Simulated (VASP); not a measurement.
# Sn (Immm) in VASP: a series of runs

Runs on Sn. Level: PBEsol. Tasks: single point.

All numbers are computed with VASP 6.6.1; they aren't measurements. Logs are shortened: lines on timing, memory, paths and dates and some standing lists are left out, and cuts for length are marked.

### Step 1. The cell of the first run

It takes space group Immm (No. 71, orthorhombic). Conventional cell: a = 3.108 Å, b = 3.196 Å, c = 4.677 Å, α = 90.00°, β = 90.00°, γ = 90.00°. Sn (site symmetry mmm) has 12 Sn at 3.11 to 3.23 Å within 4.1 Å.

### Step 2. Single point, PBEsol (strain -0.1000 x Voigt [1, 1, 0, 0, 0, 0])

INCAR reads:

```
SYSTEM = Sn
PREC     = Accurate       ! precision mode
ENCUT    = 520            ! plane-wave cutoff, eV
EDIFF    = 1E-6           ! SCF threshold, eV
ISMEAR   = 0              ! smearing method
SIGMA    = 0.15           ! smearing width, eV
LREAL    = .FALSE.        ! projectors in reciprocal space
LASPH    = .TRUE.         ! aspherical terms in the spheres
NELM     = 100            ! most SCF steps
ALGO     = Fast           ! electronic algorithm
ISIF     = 2              ! what is computed and relaxed
LWAVE    = .FALSE.        ! write WAVECAR
LCHARG   = .FALSE.        ! write CHGCAR
GGA      = PS             ! functional
NBANDS   = 13             ! bands
```

KPOINTS reads:

```
regular mesh
0
G
  20 20 20
  0 0 0
```

POSCAR reads:

```
Sn
1.0
   -1.5538851000      1.5979923000      2.3383420000
    1.5538851000     -1.5979923000      2.3383420000
    1.5538851000      1.5979923000     -2.3383420000
Sn
1
Direct
    0.0000000000      0.0000000000      0.0000000000
```

Potentials or basis: VASP PAW PBE potentials, release 64 (Sn_d).

The run is started by

```bash
$ cat potpaw_PBE.64/Sn_d/POTCAR > POTCAR
$ mpirun -np 1 vasp_std > vasp.out
```

OUTCAR:

```text
SYSTEM = Sn
   PREC = Accurate
   ENCUT = 520
   EDIFF = 1E-6
   ISMEAR = 0
   LREAL = .FALSE.
   LASPH = .TRUE.
   NELM = 100
   ISIF = 2
   GGA = PS

 ion  position               nearest neighbor table
   1  0.000  0.000  0.000-

  LATTYP: Found a body centered orthorhombic cell.
 ALAT       =     3.1077702000
 B/A-ratio  =     1.0283851103
 C/A-ratio  =     1.5048358466

  Lattice vectors:

 A1 = (  -1.5538851000,   1.5979923000,   2.3383420000)
 A2 = (   1.5538851000,  -1.5979923000,   2.3383420000)
 A3 = (   1.5538851000,   1.5979923000,  -2.3383420000)

Analysis of symmetry for initial positions (statically):
=====================================================================
 Subroutine PRICEL returns:
 Original cell was already a primitive cell.

 Routine SETGRP: Setting up the symmetry group for a
 body centered orthorhombic supercell.

 Subroutine GETGRP returns: Found  8 space group operations
 (whereof  8 operations were pure point group operations)
 out of a pool of  8 trial point group operations.

The static configuration has the point symmetry D_2h.

Analysis of symmetry for dynamics (positions and initial velocities):
=====================================================================
 Subroutine PRICEL returns:
 Original cell was already a primitive cell.

 Routine SETGRP: Setting up the symmetry group for a
 body centered orthorhombic supercell.

 Subroutine GETGRP returns: Found  8 space group operations
 (whereof  8 operations were pure point group operations)
 out of a pool of  8 trial point group operations.

The dynamic configuration has the point symmetry D_2h.

 Subroutine INISYM returns: Found  8 space group operations
 (whereof  8 operations are pure point group operations),
 and found     1 'primitive' translations

----------------------------------------------------------------------------------------

                                     Primitive cell

  volume of cell :      23.2253

  direct lattice vectors                    reciprocal lattice vectors
    -1.553885100  1.597992300  2.338342000     0.000000000  0.312892622  0.213826720
     1.553885100 -1.597992300  2.338342000     0.321774113  0.000000000  0.213826720
     1.553885100  1.597992300 -2.338342000     0.321774113  0.312892622  0.000000000

  length of vectors
     3.230476993  3.230476993  3.230476993     0.378977122  0.386342395  0.448821092

  position of ions in fractional coordinates (direct lattice)
     0.000000000  0.000000000  0.000000000

  ion indices of the primitive-cell ions
   primitive index   ion index
                 1           1

----------------------------------------------------------------------------------------

 KPOINTS: regular mesh

Automatic generation of k-mesh.
 Grid dimensions read from file:
 generate k-points for:   20   20   20

 Generating k-lattice:

  Cartesian coordinates                     Fractional coordinates (reciprocal lattice)
     0.000000000  0.015644631  0.010691336     0.050000000  0.000000000 -0.000000000
     0.016088706  0.000000000  0.010691336     0.000000000  0.050000000 -0.000000000
     0.016088706  0.015644631  0.000000000     0.000000000 -0.000000000  0.050000000

  Length of vectors
     0.018948856  0.019317120  0.022441055

  Shift w.r.t. Gamma in fractional coordinates (k-lattice)
     0.000000000  0.000000000  0.000000000

 Subroutine IBZKPT returns following result:
 ===========================================

 Found   1166 irreducible k-points:

 Following reciprocal coordinates:
            Coordinates               Weight
  0.000000  0.000000  0.000000      1.000000
  0.050000 -0.000000  0.000000      4.000000
  0.100000 -0.000000  0.000000      4.000000
  0.150000  0.000000  0.000000      4.000000
  0.200000 -0.000000  0.000000      4.000000
  0.250000  0.000000 -0.000000      4.000000
[... 16 lines left out ...]
 -0.450000  0.050000 -0.000000      8.000000
 -0.400000  0.050000  0.000000      8.000000
 [... further k-points ...]
   k-points           NKPTS =   1166   k-points in BZ     NKDIM =   1166   number of bands    NBANDS=     13
   number of dos      NEDOS =    301   number of ions     NIONS =      1
   total plane-waves  NPLWV =  13824
   dimension x,y,z NGX =    24 NGY =   24 NGZ =   24
   dimension x,y,z NGXF=    48 NGYF=   48 NGZF=   48
   ions per type =               1
   NGX,Y,Z   is equivalent  to a cutoff of  12.35, 12.35, 12.35 a.u.
   NGXF,Y,Z  is equivalent  to a cutoff of  24.70, 24.70, 24.70 a.u.
 SYSTEM =  Sn
   PREC   = accura    normal or accurate (medium, high low for compatibility)
   ISTART =      0    job   : 0-new  1-cont  2-samecut
   ICHARG =      2    charge: 1-file 2-atom 10-const
   ISPIN  =      1    spin polarized calculation?
   LNONCOLLINEAR =      F non collinear calculations
   LSORBIT =      F    spin-orbit coupling
   LASPH  =      T    aspherical Exc in radial PAW
   ENCUT  =  520.0 eV  38.22 Ry    6.18 a.u.   6.01  6.01  6.01*2*pi/ulx,y,z
   NELM   =    100;   NELMIN=  2; NELMDL= -5     # of ELM steps
   EDIFF  = 0.1E-05   stopping-criterion for ELM
   LREAL  =      F    real-space projection
   EDIFFG = 0.1E-04   stopping-criterion for IOM
   NSW    =      0    number of steps for IOM
   IBRION =     -1    ionic relax: 0-MD 1-quasi-New 2-CG
   NFREE  =      0    steps in history (QN), initial steepest desc. (CG)
   ISIF   =      2    stress and relaxation
   ISYM   =      2    0-nonsym 1-usesym 2-fastsym
   POTIM  = 0.5000    time-step for ionic-motion
   TEBEG  =    0.0;   TEEND  =   0.0 temperature during run
   PSTRESS=    0.0 pullay stress
   NELECT =      14.0000    total number of electrons
   NUPDOWN=      -1.0000    fix difference up-down
   EMIN   =  10.00;   EMAX   =-10.00  energy-range for DOS
   EFERMI =   0.00;   METHOD = LEGACY
   ISMEAR =     0;   SIGMA  =   0.15  broadening in eV -4-tet -1-fermi 0-gaus
   EFERMI_NEDOS =   21; number of points for ismear=-14 and -15
   IALGO  =     68    algorithm
   IMIX   =      4    mixing-type and parameters
     AMIX     =   0.40;   BMIX     =  1.00
     AMIX_MAG =   1.60;   BMIX_MAG =  1.00
  volume/ion in A,a.u.               =      23.23       156.73
  Fermi-wavevector in a.u.,A,eV,Ry     =   1.382920  2.613339 26.020693  1.912467
  Thomas-Fermi vector in A             =   2.507566
   LORBIT       =      0    0 simple, 1 ext, 2 COOP (PROOUT), +10 PAW based schemes
   GGA     = PS    functional components
   LHFCALC =     F    Hartree Fock is set to
   AEXX    =    0.0000 exact exchange contribution
   IVDW    =     0    specifies the selected vdW correction
   LEPSILON=     F    determine dielectric tensor
   LRPA    =     F    only Hartree local field effects (RPA)
 non-spin polarized calculation
 RMM-DIIS sequential band-by-band and
 Gauss-broadening in eV      SIGMA  =   0.15
  energy-cutoff  :      520.00
  volume of cell :       23.23
 maximum number of plane-waves:       646
   NGX = 11   NGY = 11   NGZ = 11

 number of electron      14.0000002 magnetization

 Free energy of the ion-electron system (eV)
  ---------------------------------------------------
  ext. energy  EPLUGINS =         0.00000000
  ---------------------------------------------------
  free energy    TOTEN  =        -4.14599814 eV

  energy without entropy =       -4.14082336  energy(sigma->0) =       -4.14341075

 E-fermi :  10.0587     XC(G=0): -11.2614

 val. band max:       10.0582586042   @ k =  -0.4000   0.3500   0.0000
 cond. band min:      10.0695193698   @ k =  -0.2000  -0.3500   0.1500
 fundamental gap:      0.0112607656
 Fermi energy:        10.0587459942

 k-point     1 :       0.0000    0.0000    0.0000
  band No.  band energies     occupation
      1     -11.5762      2.00000
      2     -11.5281      2.00000
      3     -11.5036      2.00000
      4     -11.4303      2.00000
      5     -11.3765      2.00000
      6      -2.3693      2.00000
      7      18.6306      0.00000
      8      19.0708      0.00000
      9      19.4741      0.00000
     10      20.9083      0.00000
     11      22.6145      0.00000
     12      22.7813      0.00000
     13      23.4437      0.00000

 k-point     2 :       0.0500   -0.0000    0.0000
  band No.  band energies     occupation
      1     -11.5743      2.00000
      2     -11.5271      2.00000
      3     -11.5006      2.00000
      4     -11.4295      2.00000
      5     -11.3771      2.00000
      6      -2.3118      2.00000
      7      17.9432      0.00000
      8      18.8087      0.00000
      9      19.3833      0.00000
     10      20.7685      0.00000
     11      22.9030      0.00000
     12      23.5733      0.00000
     13      23.6105      0.00000

 k-point     3 :       0.1000   -0.0000    0.0000
  band No.  band energies     occupation
      1     -11.5699      2.00000
      2     -11.5247      2.00000
      3     -11.4922      2.00000
      4     -11.4261      2.00000
      5     -11.3782      2.00000
      6      -2.1388      2.00000
      7      16.3275      0.00000
      8      18.4580      0.00000
      9      19.1511      0.00000
     10      20.6712      0.00000
     11      23.3949      0.00000
     12      24.0656      0.00000
     13      24.2825      0.00000
[... 305 lines left out ...]
 k-point    23 :      -0.4500    0.0500   -0.0000
  band No.  band energies     occupation
      1     -11.5606      2.00000
      2     -11.5451      2.00000
      3     -11.4868      2.00000
      4     -11.3025      2.00000
      5     -11.2849      2.00000
      6       1.9917      2.00000
      7       5.5561      2.00000
      8      15.9594      0.00000
      9      17.2366      0.00000
     10      19.8285      0.00000
     11      21.1820      0.00000
     12      23.0958      0.00000
     13      23.1836      0.00000

 k-point    24 :      -0.4000    0.0500    0.0000
  band No.  band energies     occupation
      1     -11.5572      2.00000
      2     -11.5427      2.00000
      3     -11.4822      2.00000
      4     -11.3200      2.00000
      5     -11.2977      2.00000
      6       1.0981      2.00000
      7       6.8666      2.00000
      8      16.0144      0.00000
      9      17.4374      0.00000
     10      19.9848      0.00000
     11      21.5037      0.00000
     12      22.9375      0.00000
     13      23.5680      0.00000

 [... further k-points ...]

------------------------ aborting loop because EDIFF is reached ----------------------------------------

  FORCE on cell =-STRESS in cart. coord.  units (eV):
  Direction    XX          YY          ZZ          XY          YZ          ZX
  --------------------------------------------------------------------------------------
  -------------------------------------------------------------------------------------
  Total        1.5564004      1.3254856      1.4356585     -0.0000000      0.0000000      0.0000000
  in kB      107.3668726     91.4374252     99.0376017     -0.0000000      0.0000000      0.0000000
  external PRESSURE =      99.2806332 kB  Pullay stress =       0.0000000 kB

 VOLUME and BASIS-vectors are now :
 -----------------------------------------------------------------------------
  energy-cutoff  :      520.00
  volume of cell :       23.23
      direct lattice vectors                 reciprocal lattice vectors
    -1.553885100  1.597992300  2.338342000     0.000000000  0.312892622  0.213826720
     1.553885100 -1.597992300  2.338342000     0.321774113  0.000000000  0.213826720
     1.553885100  1.597992300 -2.338342000     0.321774113  0.312892622  0.000000000

 POSITION                                       TOTAL-FORCE (eV/Angst)
 -----------------------------------------------------------------------------------
      0.00000      0.00000      0.00000        -0.000000     -0.000000     -0.000000
 -----------------------------------------------------------------------------------
    total drift:                                0.000000      0.000000     -0.000000

  FREE ENERGIE OF THE ION-ELECTRON SYSTEM (eV)
  ---------------------------------------------------
  free  energy   TOTEN  =        -4.1459981377 eV

  energy  without entropy=       -4.1408233580  energy(sigma->0) =       -4.14341075
```

Run time: 2.9 min. Hardware: 1 thread of Intel Xeon Platinum 8488C (Sapphire Rapids), shared host; peak memory 0.41 GiB.

What came out:

```
Free energy            : -4.1460 eV
Pressure               : 9.9 GPa
Band gap on the k mesh : zero (bands 7 and 8 overlap by 11.23 eV)
```

Caveat: the cell differs from its parent crystal (strain -0.1000 x Voigt [1, 1, 0, 0, 0, 0]); the cell stands under pressure; the PAW data sets were made with another functional, which shifts forces and pressure a little; spin-orbit coupling is left out, which moves the levels of the heavy elements.

(Part 1 of 2 ends here.)
